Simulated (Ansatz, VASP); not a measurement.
Two plane-wave programs on TiAl

```
Ti Al
1.0
     2.86726    0.00000    0.00000
    -1.43363    2.48312    0.00000
     0.00000    0.00000    4.67808
Ti Al
1 1
Cartesian
  -0.4243 -0.4243 -0.3000
  0.0000 1.6554 2.3390
```

Alike in both runs: task single point; functional PBEsol; k mesh 18 × 18 × 10; occupations gaussian, width 0.15 eV; no spin polarisation.

|  | VASP | Ansatz |
| --- | --- | --- |
| version | VASP 6.6.1 | Ansatz 0.2.0 |
| potentials or method | VASP PAW PBE potentials, release 64 (Ti_sv, Al), cutoff 520 eV | scalar-relativistic, plane waves, PAW |
| valence electrons in the cell | 15 | 15 |

|  | VASP | Ansatz | Ansatz less VASP |
| --- | --- | --- | --- |
| gap on the k mesh at the Fermi level (eV) | none | none | - |
| pressure (GPa) | 5.5 | 5.5 | +0.02 |
| traceless stress, the component that is largest in VASP (GPa) | -12.63 | -12.60 | +0.033 |
| rms of the force components (eV/Å) | 2.103 | 2.102 | -0.0012 |

VASP's potentials were made for PBE, not for PBEsol. Atom by atom the forces differ by 0.003 eV/Å (rms over components). A gap of «none» marks a metal or a gap that the smearing closes. With one functional, cell and mesh, what is left measures potentials, basis and numerics.
